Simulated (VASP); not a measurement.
A run of VASP 6.6.1:

INCAR

```
SYSTEM = Sn2PbS3
PREC = Accurate
ENCUT = 520
EDIFF = 1E-6
ISMEAR = 0
SIGMA = 0.1
LREAL = .False.
LASPH = .True.
NELM = 80
ALGO = Normal
ISIF = 2
LWAVE = .False.
LCHARG = .True.
GGA = PE
LELF = .True.
LVHAR = .True.
NBANDS = 72
```

File KPOINTS:

```
Automatic mesh
0
Gamma
  4 2 2
  0 0 0
```

The input POSCAR:

```
Sn2PbS3
1.0
    0.0011258647     -0.0020974773     -4.3402352112
    6.1658572429     -5.9626824760     -0.0025069550
   -6.1616748312     -5.9585759465     -0.0062618035
Sn Pb S
4 2 6
Direct
    0.2972203741      0.0407125672      0.7059906565
    0.2973448409      0.7058432136      0.0409635220
    0.7981142408      0.2941297852      0.9590638129
    0.7979883833      0.9592043306      0.2939702863
    0.2721368785      0.3679276404      0.3681525988
    0.7724705925      0.6320439039      0.6318749870
    0.2032171056      0.1436754346      0.1435499924
    0.2149867207      0.8235443655      0.4860185612
    0.2149998978      0.4862482021      0.8234218502
    0.7025169674      0.8563842585      0.8564528338
    0.7145054970      0.5138689692      0.1765708052
    0.7144985015      0.1764173289      0.5139700937
```

Potentials or basis: VASP PAW PBE potentials, release 64 (Sn_d, Pb_d, S).

Command:

```console
$ cat potpaw_PBE.64/Sn_d/POTCAR potpaw_PBE.64/Pb_d/POTCAR potpaw_PBE.64/S/POTCAR > POTCAR
$ mpirun -np 1 vasp_std > vasp.out
```

Hardware: 1 thread of Intel(R) Xeon(R) Platinum 8488C (Sapphire Rapids) (shared host).

Q: Estimate the wall time of this run.

A: It took 2.9 min on 1 thread of Intel(R) Xeon(R) Platinum 8488C (Sapphire Rapids) (shared host), peak memory 0.48 GiB. Counts: scf iterations 14, k points 12.
